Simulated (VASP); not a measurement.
# WSe2 (P6_3/mmc) in VASP: single point with PBE+D3(BJ)

Aim: the single point of WSe2 with PBE+D3(BJ).

Everything below comes from runs of VASP 6.6.1. Logs are shortened: lines on timing, memory, paths and dates and some standing lists are left out, and cuts for length are marked.

**Experimental background.**

From “Time-resolved XUV ARPES with tunable 24–33 eV laser pulses at 30 meV resolution”, 2019, pmc:6684652, for a bulk crystal of WSe2: band gap 1.3 eV (indirect).

How close the calculation comes is told below.

### 1 The cell of the first run

It takes space group P6_3/mmc (No. 194, hexagonal). Conventional cell: a = 3.279 Å, b = 3.279 Å, c = 12.786 Å, α = 90.00°, β = 90.00°, γ = 120.00°. W (site symmetry -6m2) has 6 Se at 2.53 Å and 6 W at 3.28 Å within 3.3 Å. Within 3.4 Å of Se (site symmetry 3m) lie 3 W at 2.53 Å and 7 Se at 3.28 to 3.37 Å.

### 2 Single point, PBE+D3(BJ)

INCAR

```
SYSTEM = WSe2
  PREC = Accurate
  ENCUT = 520
  EDIFF = 1E-7
  ISMEAR = 0
  SIGMA = 0.01
  LREAL = .False.
  LASPH = .True.
  NELM = 100
  ALGO = Normal
  ISIF = 2
  LWAVE = .False.
  LCHARG = .True.
  GGA = PE
  IVDW = 12
  LELF = .True.
  LVHAR = .True.
  NBANDS = 35
```

KPOINTS

```
Automatic mesh
0
Gamma
  12 12 3
  0 0 0
```

POSCAR

```
WSe2
1.0
    3.2790365379      0.0000000000      0.0000000000
   -1.6395182689      2.8397289418      0.0000000000
    0.0000000000      0.0000000000     12.7862979681
W Se
2 4
Direct
    0.3333333333      0.6666666667      0.2500000000
    0.6666666667      0.3333333333      0.7500000000
    0.3333333333      0.6666666667      0.6182757304
    0.6666666667      0.3333333333      0.1182757304
    0.3333333333      0.6666666667      0.8817242696
    0.6666666667      0.3333333333      0.3817242696
```

Potentials or basis: VASP PAW PBE potentials, release 64 (W_sv, Se).

The run is started by

```
cat potpaw_PBE.64/W_sv/POTCAR potpaw_PBE.64/Se/POTCAR > POTCAR
mpirun -np 1 vasp_std > vasp.out
```

OUTCAR:

```text
SYSTEM = WSe2
   PREC = Accurate
   ENCUT = 520
   EDIFF = 1E-7
   ISMEAR = 0
   LREAL = .False.
   LASPH = .True.
   NELM = 100
   ISIF = 2
   GGA = PE
   IVDW = 12
 IVDW          = 12

 ion  position               nearest neighbor table
   1  0.333  0.667  0.250-   4 2.53   6 2.53   4 2.53   6 2.53   4 2.53   6 2.53
   2  0.667  0.333  0.750-   3 2.53   5 2.53   3 2.53   5 2.53   3 2.53   5 2.53
   3  0.333  0.667  0.618-   2 2.53   2 2.53   2 2.53
   4  0.667  0.333  0.118-   1 2.53   1 2.53   1 2.53
   5  0.333  0.667  0.882-   2 2.53   2 2.53   2 2.53
   6  0.667  0.333  0.382-   1 2.53   1 2.53   1 2.53

  LATTYP: Found a hexagonal cell.
 ALAT       =     3.2790365379
 C/A-ratio  =     3.8994069814

  Lattice vectors:

 A1 = (   3.2790365379,   0.0000000000,   0.0000000000)
 A2 = (  -1.6395182689,   2.8397289418,   0.0000000000)
 A3 = (   0.0000000000,   0.0000000000,  12.7862979681)

Analysis of symmetry for initial positions (statically):
=====================================================================
 Subroutine PRICEL returns:
 Original cell was already a primitive cell.

 Routine SETGRP: Setting up the symmetry group for a
 hexagonal supercell.

 Subroutine GETGRP returns: Found 24 space group operations
 (whereof 12 operations were pure point group operations)
 out of a pool of 24 trial point group operations.

The static configuration has the point symmetry D_3d.
 The point group associated with its full space group is D_6h.

Analysis of symmetry for dynamics (positions and initial velocities):
=====================================================================
 Subroutine PRICEL returns:
 Original cell was already a primitive cell.

 Routine SETGRP: Setting up the symmetry group for a
 hexagonal supercell.

 Subroutine GETGRP returns: Found 24 space group operations
 (whereof 12 operations were pure point group operations)
 out of a pool of 24 trial point group operations.

The dynamic configuration has the point symmetry D_3d.
 The point group associated with its full space group is D_6h.

 Subroutine INISYM returns: Found 24 space group operations
 (whereof 12 operations are pure point group operations),
 and found     1 'primitive' translations

----------------------------------------------------------------------------------------

                                     Primitive cell

  volume of cell :     119.0606

  direct lattice vectors                    reciprocal lattice vectors
     3.279036538  0.000000000  0.000000000     0.304967629  0.176073143  0.000000000
    -1.639518269  2.839728942  0.000000000     0.000000000  0.352146286  0.000000000
     0.000000000  0.000000000 12.786297968     0.000000000  0.000000000  0.078208720

  length of vectors
     3.279036538  3.279036538 12.786297968     0.352146286  0.352146286  0.078208720

  position of ions in fractional coordinates (direct lattice)
     0.333333333  0.666666667  0.250000000
     0.666666667  0.333333333  0.750000000
     0.333333333  0.666666667  0.618275730
     0.666666667  0.333333333  0.118275730
     0.333333333  0.666666667  0.881724270
     0.666666667  0.333333333  0.381724270

  ion indices of the primitive-cell ions
   primitive index   ion index
                 1           1
                 2           2
                 3           3
                 4           4
                 5           5
                 6           6

----------------------------------------------------------------------------------------

 KPOINTS: Automatic mesh

Automatic generation of k-mesh.
 Grid dimensions read from file:
 generate k-points for:   12   12    3

 Generating k-lattice:

  Cartesian coordinates                     Fractional coordinates (reciprocal lattice)
     0.025413969  0.014672762  0.000000000     0.083333333 -0.000000000  0.000000000
     0.000000000  0.029345524  0.000000000     0.000000000  0.083333333  0.000000000
     0.000000000  0.000000000  0.026069573     0.000000000  0.000000000  0.333333333

  Length of vectors
     0.029345524  0.029345524  0.026069573

  Shift w.r.t. Gamma in fractional coordinates (k-lattice)
     0.000000000  0.000000000  0.000000000

 Subroutine IBZKPT returns following result:
 ===========================================

 Found     38 irreducible k-points:

 Following reciprocal coordinates:
            Coordinates               Weight
  0.000000  0.000000  0.000000      1.000000
  0.083333  0.000000  0.000000      6.000000
  0.166667  0.000000  0.000000      6.000000
  0.250000  0.000000  0.000000      6.000000
  0.333333  0.000000  0.000000      6.000000
  0.416667  0.000000  0.000000      6.000000
[... 16 lines left out ...]
  0.250000  0.000000  0.333333     12.000000
  0.333333  0.000000  0.333333     12.000000
 [... further k-points ...]
   k-points           NKPTS =     38   k-points in BZ     NKDIM =     38   number of bands    NBANDS=     35
   number of dos      NEDOS =    301   number of ions     NIONS =      6
   total plane-waves  NPLWV =  55296
   dimension x,y,z NGX =    24 NGY =   24 NGZ =   96
   dimension x,y,z NGXF=    48 NGYF=   48 NGZF=  192
   ions per type =               2   4
   NGX,Y,Z   is equivalent  to a cutoff of  12.17, 12.17, 12.48 a.u.
   NGXF,Y,Z  is equivalent  to a cutoff of  24.34, 24.34, 24.96 a.u.
 SYSTEM =  WSe2
   PREC   = accura    normal or accurate (medium, high low for compatibility)
   ISTART =      0    job   : 0-new  1-cont  2-samecut
   ICHARG =      2    charge: 1-file 2-atom 10-const
   ISPIN  =      1    spin polarized calculation?
   LNONCOLLINEAR =      F non collinear calculations
   LSORBIT =      F    spin-orbit coupling
   LASPH  =      T    aspherical Exc in radial PAW
   ENCUT  =  520.0 eV  38.22 Ry    6.18 a.u.   6.10  6.10 23.77*2*pi/ulx,y,z
   NELM   =    100;   NELMIN=  2; NELMDL= -5     # of ELM steps
   EDIFF  = 0.1E-06   stopping-criterion for ELM
   LREAL  =      F    real-space projection
   EDIFFG = 0.1E-05   stopping-criterion for IOM
   NSW    =      0    number of steps for IOM
   IBRION =     -1    ionic relax: 0-MD 1-quasi-New 2-CG
   NFREE  =      0    steps in history (QN), initial steepest desc. (CG)
   ISIF   =      2    stress and relaxation
   ISYM   =      2    0-nonsym 1-usesym 2-fastsym
   POTIM  = 0.5000    time-step for ionic-motion
   TEBEG  =    0.0;   TEEND  =   0.0 temperature during run
   PSTRESS=    0.0 pullay stress
   NELECT =      52.0000    total number of electrons
   NUPDOWN=      -1.0000    fix difference up-down
   EMIN   =  10.00;   EMAX   =-10.00  energy-range for DOS
   EFERMI =   0.00;   METHOD = LEGACY
   ISMEAR =     0;   SIGMA  =   0.01  broadening in eV -4-tet -1-fermi 0-gaus
   EFERMI_NEDOS =   21; number of points for ismear=-14 and -15
   IALGO  =     38    algorithm
   IMIX   =      4    mixing-type and parameters
     AMIX     =   0.40;   BMIX     =  1.00
     AMIX_MAG =   1.60;   BMIX_MAG =  1.00
  volume/ion in A,a.u.               =      19.84       133.91
  Fermi-wavevector in a.u.,A,eV,Ry     =   1.242091  2.347211 20.990921  1.542789
  Thomas-Fermi vector in A             =   2.376460
   LORBIT       =      0    0 simple, 1 ext, 2 COOP (PROOUT), +10 PAW based schemes
   GGA     = PE    functional components
   LHFCALC =     F    Hartree Fock is set to
   AEXX    =    0.0000 exact exchange contribution
   IVDW    =    12    specifies the selected vdW correction
   LEPSILON=     F    determine dielectric tensor
   LRPA    =     F    only Hartree local field effects (RPA)
 non-spin polarized calculation
 Gauss-broadening in eV      SIGMA  =   0.01
  energy-cutoff  :      520.00
  volume of cell :      119.06
 maximum number of plane-waves:      3237
   NGX = 13   NGY = 13   NGZ = 47

 number of electron      51.9999988 magnetization

 Free energy of the ion-electron system (eV)
  ---------------------------------------------------
  ext. energy  EPLUGINS =         0.00000000
  ---------------------------------------------------
  free energy    TOTEN  =       -43.07767904 eV

  energy without entropy =      -43.07767904  energy(sigma->0) =      -43.07767904

 E-fermi :   6.6912     XC(G=0): -10.8985

 val. band max:        6.5271534621   @ k =   0.0000   0.0000   0.0000
 cond. band min:       7.4165990547   @ k =   0.1667   0.1667   0.0000
 fundamental gap:      0.8894455926
 Fermi energy:         6.6912329165

 k-point     1 :       0.0000    0.0000    0.0000
  band No.  band energies     occupation
      1     -67.8168      2.00000
      2     -67.8168      2.00000
      3     -32.0675      2.00000
      4     -32.0675      2.00000
      5     -31.9305      2.00000
      6     -31.9305      2.00000
[... 27 lines left out ...]
     34       9.4684      0.00000
     35      11.0812      0.00000

 k-point     2 :       0.0833    0.0000    0.0000
  band No.  band energies     occupation
      1     -67.8161      2.00000
      2     -67.8161      2.00000
      3     -32.0644      2.00000
      4     -32.0644      2.00000
      5     -31.9468      2.00000
      6     -31.9468      2.00000
[... 27 lines left out ...]
     34       9.4287      0.00000
     35      11.7021      0.00000

 k-point     3 :       0.1667    0.0000    0.0000
  band No.  band energies     occupation
      1     -67.8141      2.00000
      2     -67.8141      2.00000
      3     -32.0560      2.00000
      4     -32.0559      2.00000
      5     -31.9911      2.00000
      6     -31.9911      2.00000
[... 27 lines left out ...]
     34       9.8903      0.00000
     35      12.6231      0.00000
[... 723 lines left out ...]
 k-point    23 :       0.2500    0.0000    0.3333
  band No.  band energies     occupation
      1     -67.8114      2.00000
      2     -67.8114      2.00000
      3     -32.0511      2.00000
      4     -32.0511      2.00000
      5     -32.0444      2.00000
      6     -32.0443      2.00000
[... 27 lines left out ...]
     34      10.2716      0.00000
     35      12.8967      0.00000

 k-point    24 :       0.3333    0.0000    0.3333
  band No.  band energies     occupation
      1     -67.8087      2.00000
      2     -67.8087      2.00000
      3     -32.1104      2.00000
      4     -32.1104      2.00000
      5     -32.0327      2.00000
      6     -32.0327      2.00000
[... 27 lines left out ...]
     34      10.5656      0.00000
     35      11.9287      0.00000

 [... further k-points ...]

------------------------ aborting loop because EDIFF is reached ----------------------------------------

 Edisp (eV)   -2.85337

 E8    (eV) :    -1.2727

  FORCE on cell =-STRESS in cart. coord.  units (eV):
  Direction    XX          YY          ZZ          XY          YZ          ZX
  --------------------------------------------------------------------------------------
  -------------------------------------------------------------------------------------
  Total       0.21036     0.21036     0.30900     0.00000     0.00000     0.00000
  in kB       2.83074     2.83074     4.15812     0.00000     0.00000     0.00000
  external pressure =        3.27 kB  Pullay stress =        0.00 kB

 VOLUME and BASIS-vectors are now :
 -----------------------------------------------------------------------------
  energy-cutoff  :      520.00
  volume of cell :      119.06
      direct lattice vectors                 reciprocal lattice vectors
     3.279036538  0.000000000  0.000000000     0.304967629  0.176073143  0.000000000
    -1.639518269  2.839728942  0.000000000     0.000000000  0.352146286  0.000000000
     0.000000000  0.000000000 12.786297968     0.000000000  0.000000000  0.078208720

 POSITION                                       TOTAL-FORCE (eV/Angst)
 -----------------------------------------------------------------------------------
     -0.00000      1.89315      3.19657        -0.000000      0.000000      0.000000
      1.63952      0.94658      9.58972         0.000000      0.000000      0.000000
     -0.00000      1.89315      7.90546         0.000000      0.000000     -0.048389
      1.63952      0.94658      1.51231        -0.000000      0.000000     -0.048389
     -0.00000      1.89315     11.27399         0.000000     -0.000000      0.048389
      1.63952      0.94658      4.88084        -0.000000     -0.000000      0.048389
 -----------------------------------------------------------------------------------
    total drift:                               -0.000000      0.000000     -0.000000

  FREE ENERGIE OF THE ION-ELECTRON SYSTEM (eV)
  ---------------------------------------------------
  free  energy   TOTEN  =       -45.9310477562 eV

  energy  without entropy=      -45.9310477562  energy(sigma->0) =      -45.93104776
```

Wall time 2.4 min (1 thread of Intel Xeon 8259CL, shared host); peak memory 0.31 GiB.

What came out:

```
Free energy                : -45.9310 eV
Pressure                   : 0.3 GPa
Largest force              : 0.048 eV/Å
Band gap on the k mesh     : 0.89 eV (least direct gap 1.56 eV)
Dispersion energy per atom : -0.476 eV
```

Forces in eV/Å, atoms in the order of the input:
```
W    0.000  0.000  0.000
W    0.000  0.000  0.000
Se   0.000  0.000 -0.048
Se   0.000  0.000 -0.048
Se   0.000  0.000  0.048
Se   0.000  0.000  0.048
```

Caveat: spin-orbit coupling is left out, which moves the levels of the heavy elements; an odd mesh through Γ misses points on the zone boundary, where band edges can lie.

### 3 Against experiment

Step 2. A measured gap of WSe2 is 1.3 eV (indirect; “Time-resolved XUV ARPES with tunable 24–33 eV laser pulses at 30 meV resolution”, 2019, pmc:6684652); the calculated 0.89 eV misses it by -0.41 eV. Spin-orbit coupling on Se, W is left out. The value is that of PBE+D3(BJ) on a finite k mesh, which can miss the band edges, without temperature or zero-point motion. Semilocal functionals fall short of measured gaps as a rule.
